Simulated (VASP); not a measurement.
# F (C2/m) in VASP: notebook

Runs on F. Level: PBEsol. Tasks: single point.

Program: VASP 6.6.1. These are calculated values, not measurements. Logs are shortened: lines on timing, memory, paths and dates and some standing lists are left out, and cuts for length are marked.

## Step 1: The cell of the first run

The structure is monoclinic, space group C2/m (No. 12). Conventional cell: a = 6.277 Å, b = 3.597 Å, c = 7.577 Å, α = 90.00°, β = 112.50°, γ = 90.00°. F (site symmetry m) has 1 F at 1.29 Å within 1.7 Å. F (site symmetry m) has 1 F at 1.41 Å within 1.9 Å.

## Step 2: Single point, PBEsol

INCAR

```
  PREC = Accurate
  ENCUT = 520
  EDIFF = 1E-7
  ISMEAR = 0
  SIGMA = 0.05
  LREAL = F
  LASPH = T
  NELM = 100
  ALGO = Normal
  ISIF = 2
  LWAVE = F
  LCHARG = F
  GGA = PS
  NBANDS = 22
```

KPOINTS

```
regular mesh
0
Gamma
  4 4 2
```

POSCAR

```
F
1.0
    3.1291544055     -1.7984322814     -0.2413473825
    3.1291544055      1.7984322814     -0.2413473825
   -2.3528850754      0.0000000000      7.2022286687
F
4
Direct
    0.0848459664      0.0848459664      0.0820156542
    0.9151540336      0.9151540336      0.9179843458
    0.5015719855      0.5015719855      0.5937195244
    0.4984280145      0.4984280145      0.4062804756
```

Potentials or basis: VASP PAW PBE potentials, release 64 (F).

Run with:

```sh
$ cat potpaw_PBE.64/F/POTCAR > POTCAR
$ mpirun -np 1 vasp_std > vasp.out
```

OUTCAR:

```text
PREC = Accurate
   ENCUT = 520
   EDIFF = 1E-7
   ISMEAR = 0
   LREAL = F
   LASPH = T
   NELM = 100
   ISIF = 2
   GGA = PS

 ion  position               nearest neighbor table
   1  0.085  0.085  0.082-   2 1.29
   2  0.915  0.915  0.918-   1 1.29
   3  0.502  0.502  0.594-   4 1.41
   4  0.498  0.498  0.406-   3 1.41

  LATTYP: Found a base centered monoclinic cell.
 ALAT       =     6.2768960012
 B/A-ratio  =     0.5730323654
 C/A-ratio  =     1.2070962569
 COS(beta)  =    -0.3827161857

  Lattice vectors:

 A1 = (   3.1291544055,  -1.7984322814,  -0.2413473825)
 A2 = (   3.1291544055,   1.7984322814,  -0.2413473825)
 A3 = (  -2.3528850754,   0.0000000000,   7.2022286687)

Analysis of symmetry for initial positions (statically):
=====================================================================
 Subroutine PRICEL returns:
 Original cell was already a primitive cell.

 Routine SETGRP: Setting up the symmetry group for a
 base centered monoclinic supercell.

 Subroutine GETGRP returns: Found  4 space group operations
 (whereof  4 operations were pure point group operations)
 out of a pool of  4 trial point group operations.

The static configuration has the point symmetry C_2h.

Analysis of symmetry for dynamics (positions and initial velocities):
=====================================================================
 Subroutine PRICEL returns:
 Original cell was already a primitive cell.

 Routine SETGRP: Setting up the symmetry group for a
 base centered monoclinic supercell.

 Subroutine GETGRP returns: Found  4 space group operations
 (whereof  4 operations were pure point group operations)
 out of a pool of  4 trial point group operations.

The dynamic configuration has the point symmetry C_2h.

 Subroutine INISYM returns: Found  4 space group operations
 (whereof  4 operations are pure point group operations),
 and found     1 'primitive' translations

----------------------------------------------------------------------------------------

                                     Primitive cell

  volume of cell :      79.0196

  direct lattice vectors                    reciprocal lattice vectors
     3.129154406 -1.798432281 -0.241347383     0.163917820 -0.278019921  0.053550062
     3.129154406  1.798432281 -0.241347383     0.163917820  0.278019921  0.053550062
    -2.352885075  0.000000000  7.202228669     0.010985804  0.000000000  0.142434846

  length of vectors
     3.617210876  3.617210876  7.576817668     0.327157052  0.327157052  0.142857878

  position of ions in fractional coordinates (direct lattice)
     0.084845966  0.084845966  0.082015654
     0.915154034  0.915154034  0.917984346
     0.501571985  0.501571985  0.593719524
     0.498428014  0.498428014  0.406280476

  ion indices of the primitive-cell ions
   primitive index   ion index
                 1           1
                 2           2
                 3           3
                 4           4

----------------------------------------------------------------------------------------

 KPOINTS: regular mesh

Automatic generation of k-mesh.
 Grid dimensions read from file:
 generate k-points for:    4    4    2

 Generating k-lattice:

  Cartesian coordinates                     Fractional coordinates (reciprocal lattice)
     0.040979455 -0.069504980  0.013387515     0.250000000  0.000000000 -0.000000000
     0.040979455  0.069504980  0.013387515     0.000000000  0.250000000 -0.000000000
     0.005492902  0.000000000  0.071217423     0.000000000  0.000000000  0.500000000

  Length of vectors
     0.081789263  0.081789263  0.071428939

  Shift w.r.t. Gamma in fractional coordinates (k-lattice)
     0.000000000  0.000000000  0.000000000

 Subroutine IBZKPT returns following result:
 ===========================================

 Found     14 irreducible k-points:

 Following reciprocal coordinates:
            Coordinates               Weight
  0.000000  0.000000  0.000000      1.000000
  0.250000 -0.000000  0.000000      4.000000
  0.500000 -0.000000  0.000000      2.000000
  0.250000  0.250000  0.000000      2.000000
  0.500000  0.250000  0.000000      4.000000
 -0.250000  0.250000  0.000000      2.000000
  0.500000  0.500000  0.000000      1.000000
  0.000000  0.000000  0.500000      1.000000
  0.250000 -0.000000  0.500000      4.000000
  0.500000  0.000000  0.500000      2.000000
  0.250000  0.250000  0.500000      2.000000
  0.500000  0.250000  0.500000      4.000000
 -0.250000  0.250000  0.500000      2.000000
  0.500000  0.500000  0.500000      1.000000
   k-points           NKPTS =     14   k-points in BZ     NKDIM =     14   number of bands    NBANDS=     22
   number of dos      NEDOS =    301   number of ions     NIONS =      4
   total plane-waves  NPLWV =  43904
   dimension x,y,z NGX =    28 NGY =   28 NGZ =   56
   dimension x,y,z NGXF=    56 NGYF=   56 NGZF=  112
   ions per type =               4
   NGX,Y,Z   is equivalent  to a cutoff of  12.87, 12.87, 12.29 a.u.
   NGXF,Y,Z  is equivalent  to a cutoff of  25.74, 25.74, 24.57 a.u.
 SYSTEM =  unknown system
   PREC   = accura    normal or accurate (medium, high low for compatibility)
   ISTART =      0    job   : 0-new  1-cont  2-samecut
   ICHARG =      2    charge: 1-file 2-atom 10-const
   ISPIN  =      1    spin polarized calculation?
   LNONCOLLINEAR =      F non collinear calculations
   LSORBIT =      F    spin-orbit coupling
   LASPH  =      T    aspherical Exc in radial PAW
   ENCUT  =  520.0 eV  38.22 Ry    6.18 a.u.   6.73  6.73 14.09*2*pi/ulx,y,z
   NELM   =    100;   NELMIN=  2; NELMDL= -5     # of ELM steps
   EDIFF  = 0.1E-06   stopping-criterion for ELM
   LREAL  =      F    real-space projection
   EDIFFG = 0.1E-05   stopping-criterion for IOM
   NSW    =      0    number of steps for IOM
   IBRION =     -1    ionic relax: 0-MD 1-quasi-New 2-CG
   NFREE  =      0    steps in history (QN), initial steepest desc. (CG)
   ISIF   =      2    stress and relaxation
   ISYM   =      2    0-nonsym 1-usesym 2-fastsym
   POTIM  = 0.5000    time-step for ionic-motion
   TEBEG  =    0.0;   TEEND  =   0.0 temperature during run
   PSTRESS=    0.0 pullay stress
   NELECT =      28.0000    total number of electrons
   NUPDOWN=      -1.0000    fix difference up-down
   EMIN   =  10.00;   EMAX   =-10.00  energy-range for DOS
   EFERMI =   0.00;   METHOD = LEGACY
   ISMEAR =     0;   SIGMA  =   0.05  broadening in eV -4-tet -1-fermi 0-gaus
   EFERMI_NEDOS =   21; number of points for ismear=-14 and -15
   IALGO  =     38    algorithm
   IMIX   =      4    mixing-type and parameters
     AMIX     =   0.40;   BMIX     =  1.00
     AMIX_MAG =   1.60;   BMIX_MAG =  1.00
  volume/ion in A,a.u.               =      19.75       133.31
  Fermi-wavevector in a.u.,A,eV,Ry     =   1.158464  2.189180 18.259549  1.342039
  Thomas-Fermi vector in A             =   2.295066
   LORBIT       =      0    0 simple, 1 ext, 2 COOP (PROOUT), +10 PAW based schemes
   GGA     = PS    functional components
   LHFCALC =     F    Hartree Fock is set to
   AEXX    =    0.0000 exact exchange contribution
   IVDW    =     0    specifies the selected vdW correction
   LEPSILON=     F    determine dielectric tensor
   LRPA    =     F    only Hartree local field effects (RPA)
 non-spin polarized calculation
 Gauss-broadening in eV      SIGMA  =   0.05
  energy-cutoff  :      520.00
  volume of cell :       79.02
 maximum number of plane-waves:      2143
 NGX is ok and might be reduce to    28
   NGX = 13   NGY = 13   NGZ = 29

 number of electron      28.0000008 magnetization

 Free energy of the ion-electron system (eV)
  ---------------------------------------------------
  ext. energy  EPLUGINS =         0.00000000
  ---------------------------------------------------
  free energy    TOTEN  =        -7.44464439 eV

  energy without entropy =       -7.44464439  energy(sigma->0) =       -7.44464439

 E-fermi :  -5.2066     XC(G=0):  -6.5981

 val. band max:       -5.4665554868   @ k =   0.5000   0.5000   0.0000
 cond. band min:      -2.7137700808   @ k =   0.0000   0.0000   0.0000
 fundamental gap:      2.7527854059
 Fermi energy:        -5.2065713030

 k-point     1 :       0.0000    0.0000    0.0000
  band No.  band energies     occupation
      1     -32.7603      2.00000
      2     -30.7038      2.00000
      3     -24.2841      2.00000
      4     -23.3971      2.00000
      5     -12.8146      2.00000
      6     -12.0731      2.00000
[... 14 lines left out ...]
     21      13.0815      0.00000
     22      14.0284      0.00000

 k-point     2 :       0.2500   -0.0000    0.0000
  band No.  band energies     occupation
      1     -32.7475      2.00000
      2     -30.6888      2.00000
      3     -24.2705      2.00000
      4     -23.3984      2.00000
      5     -12.7562      2.00000
      6     -12.1104      2.00000
[... 14 lines left out ...]
     21      11.0133      0.00000
     22      12.6569      0.00000

 k-point     3 :       0.5000   -0.0000    0.0000
  band No.  band energies     occupation
      1     -32.7353      2.00000
      2     -30.6741      2.00000
      3     -24.2570      2.00000
      4     -23.3997      2.00000
      5     -12.6848      2.00000
      6     -12.1579      2.00000
[... 14 lines left out ...]
     21       9.9455      0.00000
     22      10.0758      0.00000
[... 226 lines left out ...]
 k-point    13 :      -0.2500    0.2500    0.5000
  band No.  band energies     occupation
      1     -32.7352      2.00000
      2     -30.6740      2.00000
      3     -24.2570      2.00000
      4     -23.3998      2.00000
      5     -12.6850      2.00000
      6     -12.1525      2.00000
[... 14 lines left out ...]
     21      10.2240      0.00000
     22      10.2799      0.00000

 k-point    14 :       0.5000    0.5000    0.5000
  band No.  band energies     occupation
      1     -32.7317      2.00000
      2     -30.6709      2.00000
      3     -24.2683      2.00000
      4     -23.4198      2.00000
      5     -12.6946      2.00000
      6     -12.1788      2.00000
[... 14 lines left out ...]
     21       8.7763      0.00000
     22       9.0295      0.00000

------------------------ aborting loop because EDIFF is reached ----------------------------------------

  FORCE on cell =-STRESS in cart. coord.  units (eV):
  Direction    XX          YY          ZZ          XY          YZ          ZX
  --------------------------------------------------------------------------------------
  -------------------------------------------------------------------------------------
  Total        2.0849958     -0.2627031      5.8585505      0.0000000      0.0000000      3.8337598
  in kB       42.2747394     -5.3264877    118.7861852      0.0000000      0.0000000     77.7321453
  external PRESSURE =      51.9114789 kB  Pullay stress =       0.0000000 kB

 VOLUME and BASIS-vectors are now :
 -----------------------------------------------------------------------------
  energy-cutoff  :      520.00
  volume of cell :       79.02
      direct lattice vectors                 reciprocal lattice vectors
     3.129154406 -1.798432281 -0.241347383     0.163917820 -0.278019921  0.053550062
     3.129154406  1.798432281 -0.241347383     0.163917820  0.278019921  0.053550062
    -2.352885075  0.000000000  7.202228669     0.010985804  0.000000000  0.142434846

 POSITION                                       TOTAL-FORCE (eV/Angst)
 -----------------------------------------------------------------------------------
      0.33802      0.00000      0.54974         3.412488      0.000000      5.611006
      3.56740      0.00000      6.16979        -3.412488      0.000000     -5.611006
      1.74204      0.00000      4.03400         0.002912      0.000000     -0.073726
      2.16339      0.00000      2.68554        -0.002912      0.000000      0.073726
 -----------------------------------------------------------------------------------
    total drift:                                0.000000      0.000000     -0.000000

  FREE ENERGIE OF THE ION-ELECTRON SYSTEM (eV)
  ---------------------------------------------------
  free  energy   TOTEN  =        -7.4446443944 eV

  energy  without entropy=       -7.4446443944  energy(sigma->0) =       -7.44464439
```

Run time: 14 s. Hardware: 1 thread of Intel Xeon Platinum 8488C (Sapphire Rapids), shared host; peak memory 0.18 GiB.

Results:

```
Free energy            : -7.4446 eV
Pressure               : 5.2 GPa
Largest force          : 6.567 eV/Å
Band gap on the k mesh : 2.75 eV, indirect (least direct gap 2.79 eV)
```

Forces in eV/Å, atoms in the order of the input:
```
F    3.412  0.000  5.611
F   -3.412  0.000 -5.611
F    0.003  0.000 -0.074
F   -0.003  0.000  0.074
```

Stress tensor (GPa, compression positive):
```
 4.23  0.00  7.77
 0.00 -0.53  0.00
 7.77  0.00 11.88
```

Caveat: the k points lie up to 0.51 Å⁻¹ apart; the PAW data sets were made with another functional, which shifts forces and pressure a little. A hybrid or GW would open this gap; PBEsol tends to underestimate it.

## Step 3: Single point, PBEsol

INCAR: that of step 2 with these lines changed.

```diff
@@ -7,3 +7,3 @@
   LASPH = T
-  NELM = 100
+  NELM = 80
   ALGO = Normal
```

KPOINTS is that of step 2.

POSCAR: that of step 2 with these lines changed.

```diff
@@ -8,4 +8,4 @@
 Direct
-    0.0848459664      0.0848459664      0.0820156542
-    0.9151540336      0.9151540336      0.9179843458
+    0.0848459664      0.0848459664      0.1139841296
+    0.9151540336      0.9151540336      0.8860158704
     0.5015719855      0.5015719855      0.5937195244
```

Potentials or basis: VASP PAW PBE potentials, release 64 (F).

Run with:

```sh
$ cat potpaw_PBE.64/F/POTCAR > POTCAR
$ mpirun -np 1 vasp_std > vasp.out
```

Run time: 14 s. Hardware: 1 thread of Intel Xeon Platinum 8488C (Sapphire Rapids), shared host; peak memory 0.18 GiB.

Results (log left out):

- Free energy: -7.2000 eV
- Pressure: -5.3 GPa
- Largest force: 3.896 eV/Å
- Band gap on the k mesh: 1.15 eV, indirect (least direct gap 1.20 eV)

Forces on the atoms (eV/Å):
```
F   -1.172  0.000 -3.716
F    1.172  0.000  3.716
F    0.110  0.000 -0.069
F   -0.110  0.000  0.069
```

Stress tensor (GPa, compression positive):
```
 -2.28   0.00  -4.10
  0.00  -0.54   0.00
 -4.10   0.00 -13.04
```

Levels at points of the mesh, in eV from the valence-band top:
| k point | band 11 | band 12 | band 13 | band 14 | band 15 | band 16 | band 17 | band 18 |
| --- | --- | --- | --- | --- | --- | --- | --- | --- |
| (0.00, 0.00, 0.00) | -0.37 | -0.18 | -0.10 | -0.05 | 1.15 | 3.28 | 8.99 | 11.45 |
| (0.50, 0.00, 0.00) | -0.37 | -0.36 | -0.27 | -0.19 | 1.29 | 3.30 | 12.79 | 13.11 |
| (0.50, 0.50, 0.00) | -0.44 | -0.32 | -0.16 | 0.00 | 1.24 | 3.28 | 13.07 | 13.24 |
| (0.00, 0.00, 0.50) | -0.30 | -0.16 | -0.15 | -0.12 | 1.21 | 3.22 | 9.65 | 9.99 |
| (0.50, 0.00, 0.50) | -0.50 | -0.37 | -0.20 | -0.03 | 1.23 | 3.30 | 12.79 | 13.60 |
| (0.50, 0.50, 0.50) | -0.40 | -0.35 | -0.16 | -0.15 | 1.31 | 3.29 | 12.77 | 12.88 |

Caveat: the k points lie up to 0.51 Å⁻¹ apart; the PAW data sets were made with another functional, which shifts forces and pressure a little.
